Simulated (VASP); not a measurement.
**Si: relaxation of shape and atoms at fixed volume with r2SCAN**

Crystal: Si.

```
Si
1.0
     2.54417    0.00000    0.00000
    -1.27209    2.20332    0.00000
     0.00000    0.00000    2.42321
Si
1
Direct
  0.00000 0.00000 0.00000
```

This isn't the form of Si at room conditions, which is diamond.

```yaml
Program: VASP 6.6.1
Task: relaxation of shape and atoms at fixed volume
Functional: r2SCAN
Potentials_or_basis: VASP PAW PBE potentials, release 64 (Si)
Cutoff: 600 eV
k_mesh: 18 × 18 × 16
Occupations: gaussian, width 0.1 eV
Spin: no spin polarisation
Dipole_correction: no
Further_INCAR_settings: ALGO = Normal; EDIFF = 1e-06; IBRION = 2; EDIFFG = -0.01; NSW = 50; ISIF = 4
```

```json
{
  "Energy gained by relaxing": "0.0 meV/atom",
  "Ionic steps": "3",
  "Pressure after relaxing": "13.0 GPa",
  "Band gap on the k mesh": "zero (bands 2 and 3 overlap by 13.03 eV)"
}
```

Final structure:
```
Si
1.0
     2.54322    0.00000    0.00000
    -1.27161    2.20249    0.00000
     0.00000    0.00000    2.42502
Si
1
Direct
  0.00000 0.00000 0.00000
```

Levels at points of the mesh, in eV from the Fermi level:
```
           k point  band 1  band 2  band 3  band 4  band 5
(0.00, 0.00, 0.00)  -15.69    7.77    8.53   12.26   12.26
(0.50, 0.00, 0.00)   -8.13   -7.76    6.06    7.01   14.47
(0.00, 0.00, 0.50)  -10.30   -8.21   16.40   16.40   16.55
(0.50, 0.00, 0.50)   -3.58   -2.36   -1.69    1.33   10.25
```

It took 110 s on 1 thread of AMD EPYC 9R45 96-Core Processor (Zen 5), on a shared host, peak memory 0.11 GiB.

Caveat: the PAW data sets were made with another functional, which shifts forces and pressure a little.
